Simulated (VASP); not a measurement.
A run of VASP 6.6.1:

File INCAR:

```
SYSTEM = Ti
PREC = Accurate
ENCUT = 520
EDIFF = 1E-7
ISMEAR = 0
SIGMA = 0.1
LREAL = .False.
LASPH = .True.
NELM = 60
ALGO = Normal
ISIF = 2
LWAVE = .False.
LCHARG = .False.
LDIPOL = .True.
IDIPOL = 3
DIPOL = 0.5 0.5 0.499
GGA = PE
IVDW = 12
NBANDS = 45
```

The input KPOINTS:

```
Automatic mesh
0
Gamma
  10 6 1
  0 0 0
```

File POSCAR:

```
Ti
1.0
    2.8861771965      0.0000000000      0.0000000000
    0.0000000000      4.5739693188      0.0000000000
    0.0000000000      0.0000000000     19.8321731346
Ti
6
Direct
    0.0000000000      0.7500000000      0.3529618238
    0.5000000000      0.2500000000      0.3949727313
    0.5000000000      0.7500000000      0.4789945463
    0.0000000000      0.2500000000      0.5209010906
    0.0000000000      0.7500000000      0.6018661146
    0.5000000000      0.2500000000      0.6429928513
```

Potentials or basis: VASP PAW PBE potentials, release 64 (Ti_sv).

Launch:

```sh
$ cat potpaw_PBE.64/Ti_sv/POTCAR > POTCAR
$ mpirun -np 1 vasp_std > vasp.out
```

Hardware: 1 thread of Intel Xeon 8259CL (shared host).

Problem. Estimate the wall time of this run.

Solution. It took 17 min on 1 thread of Intel Xeon 8259CL, with other jobs on the host, peak memory 0.47 GiB. Counts: scf iterations 37, k points 24.
